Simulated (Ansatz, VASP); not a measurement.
## Ge in VASP and in Ansatz

```
Ge
1.0
     0.00000    3.14022    2.61769
     3.14022    0.00000    2.61769
     3.14022    3.14022    0.00000
Ge
2
Direct
  0.50000 0.50000 0.50000
  0.75000 0.75000 0.75000
```

Alike in both runs: task single point; functional PBE; k mesh 14 × 14 × 14; occupations gaussian, width 0.15 eV; no spin polarisation.

|  | VASP | Ansatz |
| --- | --- | --- |
| version | VASP 6.6.1 | Ansatz 0.2.0 |
| potentials or method | VASP PAW PBE potentials, release 64 (Ge_d), cutoff 520 eV | scalar-relativistic, plane waves, PAW |
| valence electrons in the cell | 28 | 28 |

|  | VASP | Ansatz | Ansatz less VASP |
| --- | --- | --- | --- |
| gap on the k mesh at the Fermi level (eV) | none | none | - |
| pressure (GPa) | -3.9 | -3.8 | +0.09 |
| traceless stress, the component that is largest in VASP (GPa) | 4.95 | 4.94 | -0.009 |

A gap of «none» marks a metal or a gap that the smearing closes. The functional is the same, so the differences come from potentials, cutoffs and numerics.
